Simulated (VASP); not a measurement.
A run of VASP 6.6.1:

File INCAR:

```
ALGO     = Fast           # electronic algorithm
EDIFF    = 1E-7           # SCF threshold, eV
ENCUT    = 520            # plane-wave cutoff, eV
GGA      = PS             # functional
ISIF     = 2              # what is computed and relaxed
ISMEAR   = 0              # smearing method
LASPH    = T              # aspherical terms in the spheres
LCHARG   = F              # write CHGCAR
LREAL    = F              # projectors in reciprocal space
LWAVE    = F              # write WAVECAR
NBANDS   = 38             # bands
NELM     = 100            # most SCF steps
PREC     = Accurate       # precision mode
SIGMA    = 0.15           # smearing width, eV
```

File KPOINTS:

```
k-points
0
Gamma
  18 18 6
```

The input POSCAR:

```
Rh
1.0
    2.7736243440      0.0000000000      0.0000000000
   -1.3868121720      2.0623412321      0.0000000000
    0.0000000000      0.0000000000      9.3672375197
Rh
4
Direct
    0.0000000000      0.0000000000      0.0000000000
    0.3333333333      0.6666666667      0.2500000000
    0.0000000000      0.0000000000      0.5000000000
    0.6666666667      0.3333333333      0.7500000000
```

Potentials or basis: VASP PAW PBE potentials, release 64 (Rh_pv).

Launch:

```bash
$ cat potpaw_PBE.64/Rh_pv/POTCAR > POTCAR
$ mpirun -np 1 vasp_std > vasp.out
```

Hardware: 1 thread of Intel(R) Xeon(R) 6975P-C (Granite Rapids), on a shared host.

Question: How long does it take, and how much memory?

Answer: Wall time 5.3 min on 1 thread of Intel(R) Xeon(R) 6975P-C (Granite Rapids), with other jobs on the host, peak memory 0.56 GiB. Counts: scf iterations 17, k points 364.
